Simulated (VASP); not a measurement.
Write the native input for VASP 6.6.1 that does the following.

* Task: single point
* Functional: PBEsol
* Potentials or basis: VASP PAW PBE potentials, release 64 (Hf_pv, O)
* Cutoff: 520 eV
* k mesh: 6 × 6 × 7
* Occupations: fermi-dirac, width 0.02 eV
* Spin: no spin polarisation
* Dipole correction: no
* Further INCAR settings: ALGO = Normal; EDIFF = 1e-06; NBANDS = 18

The structure of HfO2 lies in POSCAR:

```
HfO2
1.0
    3.5734666133      0.0000000000      0.0000000000
   -1.7867333066      3.0947128667      0.0000000000
    0.0000000000      0.0000000000      2.6827214664
Hf O
1 2
Direct
    0.0000000000      0.0000000000      0.0000000000
    0.3333333333      0.6666666667      0.5000000000
    0.6666666667      0.3333333333      0.5000000000
```

The input as run:

INCAR

```
SYSTEM = HfO2
PREC = Accurate
ENCUT = 520
EDIFF = 1E-6
ISMEAR = -1
SIGMA = 0.02
LREAL = .False.
LASPH = .True.
NELM = 100
ALGO = Normal
ISIF = 2
LWAVE = .False.
LCHARG = .False.
GGA = PS
NBANDS = 18
```

KPOINTS

```
regular mesh
0
Gamma
  6 6 7
  0 0 0
```

Potentials or basis: VASP PAW PBE potentials, release 64 (Hf_pv, O).

Launch:

```sh
$ cat potpaw_PBE.64/Hf_pv/POTCAR potpaw_PBE.64/O/POTCAR > POTCAR
$ mpirun -np 1 vasp_std > vasp.out
```

Results of the run:

The pressure is -6.4 GPa and the band gap on the k mesh is zero (band 11 reaches 7.46 eV, above the bottom of band 12 at 5.62 eV).

Caveat: the PAW data sets were made with another functional, which shifts forces and pressure a little; spin-orbit coupling is left out, which moves the levels of the heavy elements.

Run time: 23 s on 1 thread of Intel Xeon 8259CL, with other jobs on the host, peak memory 0.15 GiB.
